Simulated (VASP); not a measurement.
The system is Li.

```
Li
1.0
     0.00000    2.20200    2.20200
     2.20200    0.00000    2.20200
     2.20200    2.20200    0.00000
Li
1
Direct
  0.00000 0.00000 0.00000
```

| Quantity | Value |
| --- | --- |
| Program | VASP 6.6.1 |
| Task | relaxation of cell and atoms |
| Functional | PBEsol |
| Potentials or basis | VASP PAW PBE potentials, release 64 (Li_sv) |
| Cutoff | 600 eV |
| k mesh | 22 × 22 × 22 |
| Occupations | fermi-dirac, width 0.05 eV |
| Spin | no spin polarisation |

At the start: pressure -0.8 GPa; volume 21.35 Å³/atom.

**Question.** How do energy, volume and symmetry change on relaxing?

**Answer.** Over 4 steps the energy falls by 3.8 meV/atom and the volume is 19.94 Å³/atom (-6.6 %); space group Fm-3m (No. 225, to 0.05 Å).

Step by step:
```csv
step,energy change (eV),largest force (eV/Å),pressure (GPa),volume (Å³)
1,0.0000,0.0000,-0.82,21.35
2,-0.0015,0.0000,-0.65,21.02
3,-0.0038,0.0000,-0.06,20.03
4,-0.0038,0.0000,0.00,19.94
```

Final structure:
```cif
data_structure
_symmetry_space_group_name_H-M 'P 1'
_symmetry_Int_Tables_number 1
_cell_length_a 3.0436
_cell_length_b 3.0436
_cell_length_c 3.0436
_cell_angle_alpha 60.000
_cell_angle_beta 60.000
_cell_angle_gamma 60.000
_cell_volume 19.94
loop_
_atom_site_label
_atom_site_type_symbol
_atom_site_fract_x
_atom_site_fract_y
_atom_site_fract_z
_atom_site_occupancy
Li1 Li 0.00000 0.00000 0.00000 1
```

Caveat: the cutoff is under 1.25 times the usual one of these potentials, so pressure, stress and relaxed cells hold a basis-set (Pulay) error; the PAW data sets were made with another functional, which shifts forces and pressure a little.
